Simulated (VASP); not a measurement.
Write the native input for VASP 6.6.1 that does the following.

```
Task                   : single point
Functional             : PBE
Potentials or basis    : VASP PAW PBE potentials, release 64 (Al, N, Si)
Cutoff                 : 520 eV
k mesh                 : 1 × 1 × 1, shifted
Occupations            : fermi-dirac, width 0.05 eV
Spin                   : no spin polarisation
Dipole correction      : no
Mended                 : yes
Further INCAR settings : ALGO = Normal; EDIFF = 1e-06; NBANDS = 41; ISYM = -1
```

The structure of Al3Si8N3 lies in POSCAR:

```
Al3Si8N3
1.0
    5.7732050000     -0.0648510000     -0.2515370000
   -0.0648510000      5.9471390000      0.0684970000
   -0.2515370000      0.0684970000      6.5273540000
Al N Si
3 3 8
Direct
    0.5232424013      0.6378089142     -0.0030289721
    0.2273871461      0.8924260520      0.3401244629
    1.0239647765      0.6848434137      0.8833403717
    0.8307391620      0.5104261292      0.0560626830
    0.3800251082      0.3462363496      0.0732778128
    0.2639484345      0.8377847604      0.0365840515
    0.0496242207      0.1140131166      0.5980747744
    0.8512420931      0.5955311410      0.3166624310
    0.6870209087      0.9696254875      0.7117456386
    0.2211512830      0.1381101420      0.9457738312
    0.7129887381      0.9683440117      0.3379942912
    0.1923697773      0.5253988131      0.5462954628
    0.8211998022      0.1910607674      0.0344494944
    0.4508251732      0.3036085821      0.3402196257
```

These files were run (other wordings do the same):

INCAR

```
PREC = Accurate ; ENCUT = 520
EDIFF = 1E-6 ; ISMEAR = -1
SIGMA = 0.05 ; LREAL = False
LASPH = True ; NELM = 120
ALGO = Normal ; ISIF = 2
LWAVE = False ; LCHARG = True
GGA = PE ; LELF = True
LVHAR = True ; NBANDS = 41
ISYM = -1 ; GGA_COMPAT = False
```

KPOINTS

```
explicit points
1
Reciprocal
  0.25000000   0.25000000   0.25000000 1
```

Potentials or basis: VASP PAW PBE potentials, release 64 (Al, N, Si).

Command:

```sh
$ cat potpaw_PBE.64/Al/POTCAR potpaw_PBE.64/N/POTCAR potpaw_PBE.64/Si/POTCAR > POTCAR
$ mpirun -np 1 vasp_std > vasp.out
```

Results of the run:

```
Pressure      : -3.9 GPa
Largest force : 1.381 eV/Å
```

Caveat: the atoms stand as in a frame of molecular dynamics.

Run time: 50 s on 1 thread of AMD EPYC 7R43 64-Core Processor (Zen 3), on a shared host, peak memory 0.29 GiB.
